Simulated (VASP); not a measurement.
Wanted: the native input for a VASP 6.6.1 run.

| Item | Value |
| --- | --- |
| Task | single point |
| Functional | r2SCAN |
| Potentials or basis | VASP PAW PBE potentials, release 64 (Ba_sv, Ti_sv, O) |
| Cutoff | 520 eV |
| k mesh | 8 × 8 × 8 |
| Occupations | gaussian, width 0.02 eV |
| Spin | no spin polarisation |
| Dipole correction | no |
| Further INCAR settings | ALGO = Normal; EDIFF = 1e-06; NBANDS = 28 |

BaTiO3:

```
Ba Ti O
1.0
     3.99980    0.00000    0.00000
     0.00000    3.99980    0.00000
     0.00000    0.00000    4.01800
Ba Ti O
1 1 3
Direct
  0.00000 0.00000 0.00023
  0.50000 0.50000 0.48491
  0.50000 0.50000 0.02690
  0.50000 0.00000 0.51548
  0.00000 0.50000 0.51548
```

One way to write it, as run:

POSCAR

```
BaTiO3
1.0
    3.9998000000      0.0000000000      0.0000000000
    0.0000000000      3.9998000000      0.0000000000
    0.0000000000      0.0000000000      4.0180000000
Ba Ti O
1 1 3
Direct
    0.0000000000      0.0000000000      0.0002284295
    0.5000000000      0.5000000000      0.4849139045
    0.5000000000      0.5000000000      0.0268972145
    0.5000000000      0.0000000000      0.5154802258
    0.0000000000      0.5000000000      0.5154802258
```

INCAR.step1

```
PREC = Accurate
ENCUT = 520
ISMEAR = 0
SIGMA = 0.02
LREAL = F
LASPH = T
NELM = 60
NBANDS = 28
GGA = PE
ALGO = Normal
EDIFF = 1E-4
LWAVE = T
LCHARG = F
```

INCAR.step2

```
PREC = Accurate
ENCUT = 520
EDIFF = 1E-6
ISMEAR = 0
SIGMA = 0.02
LREAL = F
LASPH = T
NELM = 60
ALGO = Normal
ISIF = 2
LWAVE = F
LCHARG = F
METAGGA = R2SCAN
LMIXTAU = T
NBANDS = 28
ISTART = 1
```

KPOINTS

```
Automatic mesh
0
Gamma
  8 8 8
```

Potentials or basis: VASP PAW PBE potentials, release 64 (Ba_sv, Ti_sv, O).

Command:

```console
$ cat potpaw_PBE.64/Ba_sv/POTCAR potpaw_PBE.64/Ti_sv/POTCAR potpaw_PBE.64/O/POTCAR > POTCAR
$ cp INCAR.step1 INCAR
$ mpirun -np 1 vasp_std > vasp.out
$ cp INCAR.step2 INCAR
$ mpirun -np 1 vasp_std > vasp.out
```

It gave:

```json
{"Pressure": "2.2 GPa", "Largest force": "0.144 eV/Å", "Band gap on the k mesh": "2.19 eV, indirect (least direct gap 2.56 eV)"}
```

Caveat: the PAW data sets were made with another functional, which shifts forces and pressure a little; spin-orbit coupling is left out, which moves the levels of the heavy elements.

Run time: 4.4 min on 1 thread of AMD EPYC 9R45 96-Core Processor (Zen 5), with other jobs on the host, peak memory 0.23 GiB.
